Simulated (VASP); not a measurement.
Input of a VASP 6.6.1 run:

POSCAR

```
BaTiO3
1.0
    4.0890654813      0.0000000000      0.0000000000
    0.0000000000      2.9106184579      2.9190828388
    0.0000000000     -2.9106184579      2.9190828388
Ba Ti O
1 1 3
Direct
    0.0000000000      0.0000000000      0.0000000000
    0.5000000000      0.5124000000      0.5124000000
    0.0000000000      0.4874000000      0.4874000000
    0.5000000000      0.5052400000      0.9918400000
    0.5000000000      0.9918400000      0.5052400000
```

Contents of INCAR.step1:

```
PREC = Accurate ; ENCUT = 520
ISMEAR = 0 ; SIGMA = 0.01
LREAL = F ; LASPH = T
NELM = 80 ; NBANDS = 28
GGA = PE ; ALGO = Normal
EDIFF = 1E-4 ; LWAVE = T
LCHARG = F
```

Contents of INCAR.step2:

```
PREC = Accurate ; ENCUT = 520
EDIFF = 1E-6 ; ISMEAR = 0
SIGMA = 0.01 ; LREAL = F
LASPH = T ; NELM = 80
ALGO = Normal ; ISIF = 2
LWAVE = F ; LCHARG = F
METAGGA = R2SCAN ; LMIXTAU = T
NBANDS = 28 ; ISTART = 1
```

Contents of KPOINTS:

```
regular mesh
0
Gamma
  6 6 6
```

Potentials or basis: VASP PAW PBE potentials, release 64 (Ba_sv, Ti_sv, O).

Launch:

```bash
$ cat potpaw_PBE.64/Ba_sv/POTCAR potpaw_PBE.64/Ti_sv/POTCAR potpaw_PBE.64/O/POTCAR > POTCAR
$ cp INCAR.step1 INCAR
$ mpirun -np 1 vasp_std > vasp.out
$ cp INCAR.step2 INCAR
$ mpirun -np 1 vasp_std > vasp.out
```

(1) What does it give for the largest force?

(2) Estimate the band gap on the k mesh.

(3) Predict the pressure.

Answers

(1) 0.528 eV/Å.

(2) 2.05 eV, indirect (least direct gap 2.33 eV).

(3) -10.7 GPa.

Caveat: the PAW data sets were made with another functional, which shifts forces and pressure a little; spin-orbit coupling is left out, which moves the levels of the heavy elements.
